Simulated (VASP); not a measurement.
# Ru2C (P6/mmm) in VASP: further runs

The runs below take Ru2C through single point, relaxation of cell and atoms, with PBE.

All numbers are computed with VASP 6.6.1; they aren't measurements. Logs are shortened: lines on timing, memory, paths and dates and some standing lists are left out, and cuts for length are marked.

### Step 1. The cell of the first run

It takes space group P6/mmm (No. 191, hexagonal). Conventional cell: a = 4.070 Å, b = 4.070 Å, c = 2.635 Å, α = 90.00°, β = 90.00°, γ = 120.00°. Ru (site symmetry -6m2) has 5 Ru at 2.35 to 2.64 Å and 6 C at 2.69 Å within 3.1 Å. Within 3.5 Å of C (site symmetry 6/mmm) lie 2 C at 2.64 Å and 12 Ru at 2.69 Å.

### Step 2. Single point, PBE

Contents of INCAR:

```
  ALGO = Normal
  EDIFF = 1E-6
  ENCUT = 520
  GGA = PE
  ISIF = 2
  ISMEAR = 0
  LASPH = T
  LCHARG = F
  LREAL = F
  LWAVE = F
  NBANDS = 23
  NELM = 60
  PREC = Accurate
  SIGMA = 0.1
```

Contents of KPOINTS:

```
k-points
0
Gamma
  6 6 6
```

Contents of POSCAR:

```
Ru2C
1.0
    4.0702093443      0.0000000000      0.0000000000
   -2.0351046722      3.5249046909      0.0000000000
    0.0000000000      0.0000000000      2.6351784689
Ru C
2 1
Direct
    0.3333333333      0.6666666667      0.5000000000
    0.6666666667      0.3333333333      0.5000000000
    0.0000000000      0.0000000000      0.0000000000
```

Potentials or basis: VASP PAW PBE potentials, release 64 (Ru_pv, C).

On the command line:

```bash
> cat potpaw_PBE.64/Ru_pv/POTCAR potpaw_PBE.64/C/POTCAR > POTCAR
> mpirun -np 1 vasp_std > vasp.out
```

OUTCAR:

```text
EDIFF = 1E-6
   ENCUT = 520
   GGA = PE
   ISIF = 2
   ISMEAR = 0
   LASPH = T
   LREAL = F
   NELM = 60
   PREC = Accurate

 ion  position               nearest neighbor table
   1  0.333  0.667  0.500-   2 2.35   2 2.35   2 2.35   3 2.69   3 2.69   3 2.69   3 2.69   3 2.69
                             3 2.69
   2  0.667  0.333  0.500-   1 2.35   1 2.35   1 2.35   3 2.69   3 2.69   3 2.69   3 2.69   3 2.69
                             3 2.69
   3  0.000  0.000  0.000-   1 2.69   2 2.69   1 2.69   2 2.69   2 2.69   2 2.69   1 2.69   1 2.69
                             2 2.69   2 2.69   1 2.69   1 2.69

  LATTYP: Found a hexagonal cell.
 ALAT       =     4.0702093443
 C/A-ratio  =     0.6474306961

  Lattice vectors:

 A1 = (   4.0702093443,   0.0000000000,   0.0000000000)
 A2 = (  -2.0351046722,   3.5249046909,   0.0000000000)
 A3 = (   0.0000000000,   0.0000000000,   2.6351784689)

Analysis of symmetry for initial positions (statically):
=====================================================================
 Subroutine PRICEL returns:
 Original cell was already a primitive cell.

 Routine SETGRP: Setting up the symmetry group for a
 hexagonal supercell.

 Subroutine GETGRP returns: Found 24 space group operations
 (whereof 24 operations were pure point group operations)
 out of a pool of 24 trial point group operations.

The static configuration has the point symmetry D_6h.

Analysis of symmetry for dynamics (positions and initial velocities):
=====================================================================
 Subroutine PRICEL returns:
 Original cell was already a primitive cell.

 Routine SETGRP: Setting up the symmetry group for a
 hexagonal supercell.

 Subroutine GETGRP returns: Found 24 space group operations
 (whereof 24 operations were pure point group operations)
 out of a pool of 24 trial point group operations.

The dynamic configuration has the point symmetry D_6h.

 Subroutine INISYM returns: Found 24 space group operations
 (whereof 24 operations are pure point group operations),
 and found     1 'primitive' translations

----------------------------------------------------------------------------------------

                                     Primitive cell

  volume of cell :      37.8072

  direct lattice vectors                    reciprocal lattice vectors
     4.070209344  0.000000000  0.000000000     0.245687609  0.141847807  0.000000000
    -2.035104672  3.524904691  0.000000000     0.000000000  0.283695614  0.000000000
     0.000000000  0.000000000  2.635178469     0.000000000  0.000000000  0.379480939

  length of vectors
     4.070209344  4.070209344  2.635178469     0.283695614  0.283695614  0.379480939

  position of ions in fractional coordinates (direct lattice)
     0.333333333  0.666666667  0.500000000
     0.666666667  0.333333333  0.500000000
     0.000000000  0.000000000  0.000000000

  ion indices of the primitive-cell ions
   primitive index   ion index
                 1           1
                 2           2
                 3           3

----------------------------------------------------------------------------------------

 KPOINTS: k-points

Automatic generation of k-mesh.
 Grid dimensions read from file:
 generate k-points for:    6    6    6

 Generating k-lattice:

  Cartesian coordinates                     Fractional coordinates (reciprocal lattice)
     0.040947935  0.023641301  0.000000000     0.166666667  0.000000000  0.000000000
     0.000000000  0.047282602  0.000000000     0.000000000  0.166666667  0.000000000
     0.000000000  0.000000000  0.063246823     0.000000000  0.000000000  0.166666667

  Length of vectors
     0.047282602  0.047282602  0.063246823

  Shift w.r.t. Gamma in fractional coordinates (k-lattice)
     0.000000000  0.000000000  0.000000000

 Subroutine IBZKPT returns following result:
 ===========================================

 Found     28 irreducible k-points:

 Following reciprocal coordinates:
            Coordinates               Weight
  0.000000  0.000000  0.000000      1.000000
  0.166667  0.000000  0.000000      6.000000
  0.333333  0.000000  0.000000      6.000000
  0.500000  0.000000  0.000000      3.000000
  0.166667  0.166667  0.000000      6.000000
  0.333333  0.166667  0.000000     12.000000
[... 16 lines left out ...]
  0.166667  0.000000  0.500000      6.000000
  0.333333  0.000000  0.500000      6.000000
 [... further k-points ...]
   k-points           NKPTS =     28   k-points in BZ     NKDIM =     28   number of bands    NBANDS=     23
   number of dos      NEDOS =    301   number of ions     NIONS =      3
   total plane-waves  NPLWV =  18000
   dimension x,y,z NGX =    30 NGY =   30 NGZ =   20
   dimension x,y,z NGXF=    60 NGYF=   60 NGZF=   40
   ions per type =               2   1
   NGX,Y,Z   is equivalent  to a cutoff of  12.25, 12.25, 12.62 a.u.
   NGXF,Y,Z  is equivalent  to a cutoff of  24.51, 24.51, 25.23 a.u.
 SYSTEM =  unknown system
[... 35 lines left out ...]
   LHFCALC =     F    Hartree Fock is set to
   AEXX    =    0.0000 exact exchange contribution
   IVDW    =     0    specifies the selected vdW correction
   LEPSILON=     F    determine dielectric tensor
   LRPA    =     F    only Hartree local field effects (RPA)
 non-spin polarized calculation
 Gauss-broadening in eV      SIGMA  =   0.10
  energy-cutoff  :      520.00
  volume of cell :       37.81
 maximum number of plane-waves:      1042
   NGX = 15   NGY = 15   NGZ =  9

 number of electron      31.9999988 magnetization

 Free energy of the ion-electron system (eV)
  ---------------------------------------------------
  ext. energy  EPLUGINS =         0.00000000
  ---------------------------------------------------
  free energy    TOTEN  =       -21.70977251 eV

  energy without entropy =      -21.69467214  energy(sigma->0) =      -21.70222233

 E-fermi :  10.4179     XC(G=0): -13.1596

 val. band max:       10.3927612203   @ k =   0.1667   0.1667   0.3333
 cond. band min:      10.4910664397   @ k =   0.0000   0.0000   0.1667
 fundamental gap:      0.0983052194
 Fermi energy:        10.4178648124

 k-point     1 :       0.0000    0.0000    0.0000
  band No.  band energies     occupation
      1     -33.3677      2.00000
      2     -33.3677      2.00000
      3     -32.3266      2.00000
      4     -32.1687      2.00000
      5     -32.1687      2.00000
      6     -32.0420      2.00000
[... 15 lines left out ...]
     22      16.9699      0.00000
     23      16.9699      0.00000

 k-point     2 :       0.1667    0.0000    0.0000
  band No.  band energies     occupation
      1     -33.3947      2.00000
      2     -33.3111      2.00000
      3     -32.3100      2.00000
      4     -32.2285      2.00000
      5     -32.1381      2.00000
      6     -32.0590      2.00000
[... 15 lines left out ...]
     22      17.2088      0.00000
     23      17.7346      0.00000

 k-point     3 :       0.3333    0.0000    0.0000
  band No.  band energies     occupation
      1     -33.4451      2.00000
      2     -33.1740      2.00000
      3     -32.3719      2.00000
      4     -32.2670      2.00000
      5     -32.1027      2.00000
      6     -32.0804      2.00000
[... 15 lines left out ...]
     22      17.3289      0.00000
     23      19.3994      0.00000

 k-point     4 :       0.5000    0.0000    0.0000
  band No.  band energies     occupation
      1     -33.4688      2.00000
      2     -33.0829      2.00000
      3     -32.4660      2.00000
      4     -32.2324      2.00000
      5     -32.1377      2.00000
      6     -32.0530      2.00000
[... 15 lines left out ...]
     22      17.3253      0.00000
     23      20.5264      0.00000

 k-point     5 :       0.1667    0.1667    0.0000
  band No.  band energies     occupation
      1     -33.4430      2.00000
      2     -33.1967      2.00000
      3     -32.3476      2.00000
      4     -32.2796      2.00000
      5     -32.0899      2.00000
      6     -32.0843      2.00000
[... 434 lines left out ...]
 k-point    22 :       0.0000    0.0000    0.5000
  band No.  band energies     occupation
      1     -33.2872      2.00000
      2     -33.2872      2.00000
      3     -33.0157      2.00000
      4     -32.6510      2.00000
      5     -32.1098      2.00000
      6     -32.1098      2.00000
[... 15 lines left out ...]
     22      18.9091      0.00000
     23      21.2263      0.00000

 k-point    23 :       0.1667    0.0000    0.5000
  band No.  band energies     occupation
      1     -33.3130      2.00000
      2     -33.2310      2.00000
      3     -32.9943      2.00000
      4     -32.6728      2.00000
      5     -32.1687      2.00000
      6     -32.0806      2.00000
[... 15 lines left out ...]
     22      18.8500      0.00000
     23      20.7913      0.00000

 k-point    24 :       0.3333    0.0000    0.5000
  band No.  band energies     occupation
      1     -33.3611      2.00000
      2     -33.0945      2.00000
      3     -32.9392      2.00000
      4     -32.7288      2.00000
      5     -32.3100      2.00000
      6     -32.0255      2.00000
[... 15 lines left out ...]
     22      17.9116      0.00000
     23      18.9673      0.00000

 [... further k-points ...]
[... 5 lines left out ...]
  --------------------------------------------------------------------------------------
  -------------------------------------------------------------------------------------
  Total        0.1106497      0.1106497      0.0065411     -0.0000000      0.0000000      0.0000000
  in kB        4.6890696      4.6890696      0.2771980     -0.0000000      0.0000000      0.0000000
  external PRESSURE =       3.2184458 kB  Pullay stress =       0.0000000 kB

 VOLUME and BASIS-vectors are now :
 -----------------------------------------------------------------------------
  energy-cutoff  :      520.00
  volume of cell :       37.81
      direct lattice vectors                 reciprocal lattice vectors
     4.070209344  0.000000000  0.000000000     0.245687609  0.141847807  0.000000000
    -2.035104672  3.524904691  0.000000000     0.000000000  0.283695614  0.000000000
     0.000000000  0.000000000  2.635178469     0.000000000  0.000000000  0.379480939

 POSITION                                       TOTAL-FORCE (eV/Angst)
 -----------------------------------------------------------------------------------
     -0.00000      2.34994      1.31759         0.000000      0.000000      0.000000
      2.03510      1.17497      1.31759        -0.000000     -0.000000     -0.000000
      0.00000      0.00000      0.00000         0.000000      0.000000      0.000000
 -----------------------------------------------------------------------------------
    total drift:                               -0.000000      0.000000      0.000000

  FREE ENERGIE OF THE ION-ELECTRON SYSTEM (eV)
  ---------------------------------------------------
  free  energy   TOTEN  =       -21.7097725116 eV

  energy  without entropy=      -21.6946721398  energy(sigma->0) =      -21.70222233
```

It took 23 s on 1 thread of Intel Xeon 6975P-C, shared host; peak memory 0.16 GiB.

Results:

* Free energy: -21.7098 eV
* Pressure: 0.3 GPa
* Band gap on the k mesh: zero (band 16 reaches 11.28 eV, above the bottom of band 17 at 10.02 eV)

Caveat: the k points lie up to 0.40 Å⁻¹ apart.

### Step 3. Relaxation of cell and atoms, PBE

This run uses another cell than the first one, of 10.47 Å³/atom, 0.831 times its volume.

Contents of INCAR:

```
PREC = Accurate
ENCUT = 600
EDIFF = 1E-7
ISMEAR = 0
SIGMA = 0.1
LREAL = False
LASPH = True
NELM = 100
ALGO = Normal
ISIF = 3
LWAVE = False
LCHARG = False
GGA = PE
IBRION = 2
NSW = 90
EDIFFG = -0.04
```

Contents of KPOINTS:

```
Automatic mesh
0
Gamma
  6 6 6
```

Contents of POSCAR:

```
Ru2C
1.0
    3.2267650908      0.0000000000      0.0000000000
   -1.6133825454      2.7944605407      0.0000000000
    0.0000000000      0.0000000000      3.4840486861
Ru C
2 1
Direct
    0.3333333333      0.6666666667      0.5000000000
    0.6666666667      0.3333333333      0.5000000000
    0.0000000000      0.0000000000      0.0000000000
```

Potentials or basis: VASP PAW PBE potentials, release 64 (Ru_pv, C).

On the command line:

```bash
> cat potpaw_PBE.64/Ru_pv/POTCAR potpaw_PBE.64/C/POTCAR > POTCAR
> mpirun -np 1 vasp_std > vasp.out
```

Run time: 6.5 min. Hardware: 1 thread of Intel Xeon 6975P-C, shared host; peak memory 0.18 GiB.

Results (log left out):

| Quantity | Value |
| --- | --- |
| Free energy | -21.6830 eV |
| Relaxed volume | 12.58 Å³/atom |
| Relaxed cell | a = 4.066 Å, b = 4.066 Å, c = 2.637 Å, α = 90.00°, β = 90.00°, γ = 120.00° |
| Space group after relaxing (to 0.05 Å) | P6/mmm (No. 191) |
| Energy gained by relaxing | 4390.2 meV/atom |
| Ionic steps | 17 |
| Pressure after relaxing | 0.1 GPa |
| Band gap on the k mesh | zero (band 16 reaches 11.30 eV, above the bottom of band 17 at 10.04 eV) |

Stress tensor (GPa, compression positive):
```
0.15 0.00 0.00
0.00 0.15 0.00
0.00 0.00 0.00
```

Step by step:
```tsv
step	energy change (eV)	largest force (eV/Å)	pressure (GPa)	volume (Å³)
1	0.0000	0.0000	222.62	31.42
2	14.9156	0.0000	-84.25	128.89
3	-7.2448	0.0000	-33.07	70.14
4	-9.2439	0.0000	-33.70	61.61
5	-11.4428	0.0000	-3.74	45.33
6	-11.4800	0.0000	-16.27	48.30
7	-11.5074	0.0000	-11.93	47.13
8	-12.7436	0.0000	-8.41	41.39
9	-8.8329	0.0000	129.11	29.22
10	-12.9781	0.0000	-4.80	39.75
11	-13.1489	0.0000	4.99	37.17
12	-13.1489	0.0000	6.06	36.96
13	-13.1159	0.0000	-6.62	38.72
14	-13.1700	0.0000	0.69	37.63
15	-13.1700	0.0000	0.79	37.62
16	-13.1705	0.0000	-0.24	37.82
17	-13.1706	0.0000	0.10	37.75
```

Final structure:
```xyz
3
Lattice="4.0660 0.0000 0.0000 -2.0330 3.5213 0.0000 0.0000 0.0000 2.6366" Properties=species:S:1:pos:R:3 pbc="T T T"
Ru    0.0000    2.3475    1.3183
Ru    2.0330    1.1738    1.3183
C     0.0000    0.0000    0.0000
```

Levels at points of the mesh, in eV from the Fermi level:
```tsv
k point	band 12	band 13	band 14	band 15	band 16	band 17	band 18	band 19	band 20
(0.00, 0.00, 0.00)	-2.73	-2.73	-1.45	-1.45	-0.35	0.93	0.93	2.42	2.67
(0.50, 0.00, 0.00)	-3.97	-2.04	-1.78	-1.53	0.36	0.48	0.75	1.37	3.34
(0.00, 0.00, 0.50)	-3.23	-2.16	-2.16	-2.14	-2.14	0.26	2.65	2.65	2.97
(0.50, 0.00, 0.50)	-2.97	-2.78	-2.46	-0.61	0.76	1.00	1.90	2.29	2.58
```

Caveat: the k points lie up to 0.40 Å⁻¹ apart in the final cell; the volume moved by over 15 % at a fixed basis, so the end points are rough.

### Step 4. Single point, PBE

This run uses another cell than the first one, of 12.65 Å³/atom, 1.004 times its volume.

Contents of INCAR:

```
ALGO = Normal
EDIFF = 1E-6
ENCUT = 520
GGA = PE
ISIF = 2
ISMEAR = 0
LASPH = True
LCHARG = True
LELF = True
LREAL = False
LVHAR = True
LWAVE = False
NBANDS = 23
NELM = 60
PREC = Accurate
SIGMA = 0.1
```

Contents of KPOINTS:

```
k-points
0
Gamma
  12 12 18
```

Contents of POSCAR:

```
Ru2C
1.0
    4.0762844549      0.0000000000      0.0000000000
   -2.0381422275      3.5301658910      0.0000000000
    0.0000000000      0.0000000000      2.6366019967
Ru C
2 1
Direct
    0.3333333333      0.6666666667      0.5000000000
    0.6666666667      0.3333333333      0.5000000000
    0.0000000000      0.0000000000      0.0000000000
```

On the command line:

```bash
> cat potpaw_PBE.64/Ru_pv/POTCAR potpaw_PBE.64/C/POTCAR > POTCAR
> mpirun -np 1 vasp_std > vasp.out
```

Wall time 1.9 min (1 thread of Intel Xeon 6975P-C, shared host); peak memory 0.26 GiB.

It converged, with:

```
Free energy            : -21.6816 eV
Pressure               : 0.3 GPa
Band gap on the k mesh : zero (band 16 reaches 11.24 eV, above the bottom of band 17 at 9.89 eV)
```

Stress tensor (GPa, compression positive):
```
 0.47  0.00  0.00
 0.00  0.47  0.00
 0.00  0.00 -0.02
```

Levels at points of the mesh, in eV from the Fermi level:
| k point | band 12 | band 13 | band 14 | band 15 | band 16 | band 17 | band 18 | band 19 | band 20 | band 21 |
| --- | --- | --- | --- | --- | --- | --- | --- | --- | --- | --- |
| (0.00, 0.00, 0.00) | -2.73 | -2.73 | -1.43 | -1.43 | -0.42 | 0.93 | 0.93 | 2.36 | 2.60 | 2.60 |
| (0.50, 0.00, 0.00) | -3.94 | -2.08 | -1.74 | -1.50 | 0.36 | 0.45 | 0.70 | 1.37 | 3.27 | 4.12 |
| (0.00, 0.00, 0.50) | -3.24 | -2.17 | -2.17 | -2.14 | -2.14 | 0.24 | 2.58 | 2.58 | 2.97 | 3.91 |
| (0.50, 0.00, 0.50) | -2.97 | -2.80 | -2.48 | -0.62 | 0.72 | 0.97 | 1.83 | 2.26 | 2.57 | 6.87 |

### Step 5. Relaxation of cell and atoms, PBE

Contents of INCAR:

```
PREC = Accurate
ENCUT = 600
EDIFF = 1E-6
ISMEAR = 0
SIGMA = 0.1
LREAL = False
LASPH = True
NELM = 80
ALGO = Normal
ISIF = 3
LWAVE = False
LCHARG = False
GGA = PE
IBRION = 2
NSW = 100
EDIFFG = -0.01
```

Contents of KPOINTS:

```
Automatic mesh
0
Gamma
  12 12 18
```

Contents of POSCAR:

```
Ru2C
1.0
    4.0702093443      0.0000000000      0.0000000000
   -2.0351046722      3.5249046909      0.0000000000
    0.0000000000      0.0000000000      2.6351784689
Ru C
2 1
Direct
    0.3333333333      0.6666666667      0.5000000000
    0.6666666667      0.3333333333      0.5000000000
    0.0000000000      0.0000000000      0.0000000000
```

On the command line:

```bash
> cat potpaw_PBE.64/Ru_pv/POTCAR potpaw_PBE.64/C/POTCAR > POTCAR
> mpirun -np 1 vasp_std > vasp.out
```

It took 8.6 min on 1 thread of Oxide Virtual Turin-like, shared host; peak memory 0.28 GiB.

Results (log left out):

```
Free energy                            : -21.6816 eV
Relaxed volume                         : 12.66 Å³/atom
Relaxed cell                           : a = 4.080 Å, b = 4.080 Å, c = 2.635 Å, α = 90.00°, β = 90.00°, γ = 120.00°
Space group after relaxing (to 0.05 Å) : P6/mmm (No. 191)
Energy gained by relaxing              : 0.2 meV/atom
Ionic steps                            : 5
Pressure after relaxing                : 0.0 GPa
Band gap on the k mesh                 : zero (band 16 reaches 11.23 eV, above the bottom of band 17 at 9.88 eV)
```

The path:
| step | energy change (eV) | largest force (eV/Å) | pressure (GPa) | volume (Å³) |
| --- | --- | --- | --- | --- |
| 1 | 0.0000 | 0.0000 | 1.01 | 37.81 |
| 2 | 0.0006 | 0.0000 | -1.60 | 38.24 |
| 3 | -0.0007 | 0.0000 | -0.08 | 37.99 |
| 4 | -0.0007 | 0.0000 | -0.05 | 37.99 |
| 5 | -0.0007 | 0.0000 | 0.01 | 37.97 |

Final structure:
```cif
data_structure
_symmetry_space_group_name_H-M 'P 1'
_symmetry_Int_Tables_number 1
_cell_length_a 4.0795
_cell_length_b 4.0795
_cell_length_c 2.6348
_cell_angle_alpha 90.000
_cell_angle_beta 90.000
_cell_angle_gamma 120.000
_cell_volume 37.97
loop_
_atom_site_label
_atom_site_type_symbol
_atom_site_fract_x
_atom_site_fract_y
_atom_site_fract_z
_atom_site_occupancy
Ru1 Ru 0.33333 0.66667 0.50000 1
Ru2 Ru 0.66667 0.33333 0.50000 1
C1 C 0.00000 0.00000 0.00000 1
```

Levels at points of the mesh, in eV from the Fermi level:
```csv
k point,band 14,band 15,band 16,band 17,band 18,band 19
"(0.00, 0.00, 0.00)",-1.41,-1.41,-0.43,0.93,0.93,2.38
"(0.50, 0.00, 0.00)",-1.73,-1.49,0.37,0.44,0.69,1.37
"(0.00, 0.00, 0.50)",-2.16,-2.14,-2.14,0.24,2.57,2.57
"(0.50, 0.00, 0.50)",-2.49,-0.63,0.72,0.97,1.82,2.25
```

### Step 6. The runs side by side

| task | cell | k mesh | cutoff (eV) | gap on the mesh (eV) | pressure (GPa) | relaxed volume (Å³/atom) |
| --- | --- | --- | --- | --- | --- | --- |
| single point | a = 4.070, b = 4.070, c = 2.635 Å, angles 90.0, 90.0, 120.0°, 3 atoms | 6 × 6 × 6 | 520 | none | 0.3 | - |
| relaxation of cell and atoms | relaxed from a = 3.227, b = 3.227, c = 3.484 Å, angles 90.0, 90.0, 120.0°, 3 atoms | 6 × 6 × 6 | 600 | none | 0.1 | 12.58 |
| single point | a = 4.076, b = 4.076, c = 2.637 Å, angles 90.0, 90.0, 120.0°, 3 atoms | 12 × 12 × 18 | 520 | none | 0.3 | - |
| relaxation of cell and atoms | relaxed from a = 4.070, b = 4.070, c = 2.635 Å, angles 90.0, 90.0, 120.0°, 3 atoms | 12 × 12 × 18 | 600 | none | 0.0 | 12.66 |

Alike in all rows: level PBE; potentials or basis VASP PAW PBE potentials, release 64 (Ru_pv, C); no spin polarisation; smearing gaussian 0.1 eV.

Caveats: some runs use coarse meshes; the volume moved by over 15 % at a fixed basis, so the end points are rough (some runs).

Total energies depend on the potentials used, so only differences within one code and one set of settings carry meaning.
